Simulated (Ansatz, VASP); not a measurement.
Au in VASP and in Ansatz

The input INCAR:

```
ALGO     = Normal         # electronic algorithm
EDIFF    = 1E-6           # SCF threshold, eV
ENCUT    = 520            # plane-wave cutoff, eV
ISIF     = 2              # what is computed and relaxed
ISMEAR   = -1             # smearing method
LASPH    = T              # aspherical terms in the spheres
LCHARG   = F              # write CHGCAR
LREAL    = F              # projectors in reciprocal space
LWAVE    = F              # write WAVECAR
NBANDS   = 18             # bands
NELM     = 60             # most SCF steps
PREC     = Accurate       # precision mode
SIGMA    = 0.03           # smearing width, eV
```

File KPOINTS:

```
k-points
0
Gamma
  14 14 8
```

The input POSCAR:

```
Au
1.0
    2.9381606606      0.0000000000      0.0000000000
   -1.4690803303      2.5445217725      0.0000000000
    0.0000000000      0.0000000000      4.9442178906
Au
2
Direct
    0.3333333333      0.6666666667      0.7500000000
    0.6666666667      0.3333333333      0.2500000000
```

Input for Ansatz:

```yaml
crystal:
  lattice:
    - [2.9381606606, 0.0, 0.0]
    - [-1.4690803303, 2.5445217725, 0.0]
    - [0.0, 0.0, 4.9442178906]
  atoms:
    - { symbol: Au, position: [0.3333333333, 0.6666666667, 0.75] }
    - { symbol: Au, position: [0.6666666667, 0.3333333333, 0.25] }
kpoints:
  mp_grid: { grid: [14, 14, 8] }
  band_path:
    path:
      - [0.0, 0.0, 0.0]
      - [0.5, 0.0, 0.0]
      - [0.3333333333, 0.3333333333, 0.0]
      - [0.0, 0.0, 0.0]
      - [0.0, 0.0, 0.5]
      - [0.5, 0.0, 0.5]
      - [0.3333333333, 0.3333333333, 0.5]
      - [0.0, 0.0, 0.5]
      - [0.5, 0.0, 0.5]
    npoints: 5
scf:
  occupations: { method: fermi_dirac, width: 0.03 }
hamiltonian:
  xc: lda
  pseudopotentials: { kind: all_electron, lapw: { basis_error: 0.00025 } }
output:
  forces: true
  stress: true
  eigenvalues: true
```

Change from the starting cell: volume scaled by 1.04.

Alike in both runs: task single point; functional LDA; k mesh 14 × 14 × 8; occupations fermi-dirac, width 0.03 eV; no spin polarisation.

|  | VASP | Ansatz |
| --- | --- | --- |
| version | VASP 6.6.1 | Ansatz 0.2.0 |
| potentials or method | VASP PAW LDA potentials, release 64 (Au), cutoff 520 eV | all-electron LAPW, scalar-relativistic |

|  | VASP | Ansatz | Ansatz less VASP |
| --- | --- | --- | --- |
| pressure (GPa) | -14.7 | -15.0 | -0.35 |
| traceless stress, the component that is largest in VASP (GPa) | 0.28 | 0.40 | +0.117 |

LDA's correlation is that of Perdew and Zunger in VASP and of Perdew and Wang (1992) in Ansatz. Ansatz ran all-electron here, and VASP with PAW potentials.

Spin-orbit coupling is off throughout.
